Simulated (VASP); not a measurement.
Write the native input for VASP 6.6.1 that does the following.

```yaml
Task: single point
Functional: PBE
Potentials_or_basis: VASP PAW PBE potentials, release 64 (B, Au)
Cutoff: 520 eV
k_mesh: 10 × 10 × 10
Occupations: gaussian, width 0.1 eV
Spin: no spin polarisation
Dipole_correction: no
Further_INCAR_settings: ALGO = Normal; EDIFF = 1e-07; NBANDS = 20
```

The structure of B4Au lies in POSCAR:

```
B4Au
1.0
    3.6656505540      0.0000000000      0.0000000000
    0.0000000000      3.6656505540      0.0000000000
    0.0000000000      0.0000000000      3.6656505540
B Au
4 1
Direct
    0.5000000000      0.0000000000      0.0000000000
    0.0000000000      0.5000000000      0.0000000000
    0.0000000000      0.0000000000      0.5000000000
    0.0000000000      0.0000000000      0.0000000000
    0.5000000000      0.5000000000      0.5000000000
```

These files were run (other wordings do the same):

INCAR

```
PREC = Accurate ; ENCUT = 520
EDIFF = 1E-7 ; ISMEAR = 0
SIGMA = 0.1 ; LREAL = F
LASPH = T ; NELM = 100
ALGO = Normal ; ISIF = 2
LWAVE = F ; LCHARG = T
GGA = PE ; LELF = T
LVHAR = T ; NBANDS = 20
```

KPOINTS

```
regular mesh
0
Gamma
  10 10 10
```

Potentials or basis: VASP PAW PBE potentials, release 64 (B, Au).

Launch:

```sh
$ cat potpaw_PBE.64/B/POTCAR potpaw_PBE.64/Au/POTCAR > POTCAR
$ mpirun -np 1 vasp_std > vasp.out
```

It gave:

```yaml
Pressure: -0.2 GPa
```

Wall time 21 s on 1 thread of Intel(R) Xeon(R) Platinum 8481C CPU @ 2.70GHz (Sapphire Rapids) (shared host), peak memory 0.19 GiB.
